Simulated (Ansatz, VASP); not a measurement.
GaSbAs2 in VASP and in Ansatz

```
Ga Sb As
1.0
     4.07154    0.00000    0.00000
     0.00000    4.07154    0.00000
     0.00000    0.00000    6.59549
Ga Sb As
1 1 2
Direct
  0.50000 0.50000 0.00000
  0.00000 0.00000 0.50000
  0.50000 0.00000 0.78671
  0.00000 0.50000 0.21329
```

Alike in both runs: functional PBEsol; k mesh 6 × 6 × 4; occupations gaussian, width 0.1 eV; no spin polarisation.

Ansatz relaxed the structure, and its values are those at the end. VASP's run is a single point on that final structure, the one shown.

|  | VASP | Ansatz |
| --- | --- | --- |
| version | VASP 6.6.1 | Ansatz 0.2.0 |
| potentials or method | VASP PAW PBE potentials, release 64 (Ga_d, Sb, As), cutoff 520 eV | scalar-relativistic, plane waves, PAW |
| valence electrons in the cell | 28 | 58 |

```csv
,VASP,Ansatz,Ansatz less VASP
gap on the k mesh at the Fermi level (eV),none,none,-
pressure (GPa),0.2,0.1,-0.13
```

VASP's potentials were made for PBE, not for PBEsol. A gap of «none» marks a metal or a gap that the smearing closes. The functional is the same, so the differences come from potentials, cutoffs and numerics. VASP's potentials hold 28 valence electrons a cell and Ansatz's 58, so a difference there can come from the potentials and not from the codes.

Neither program's run includes spin-orbit coupling.
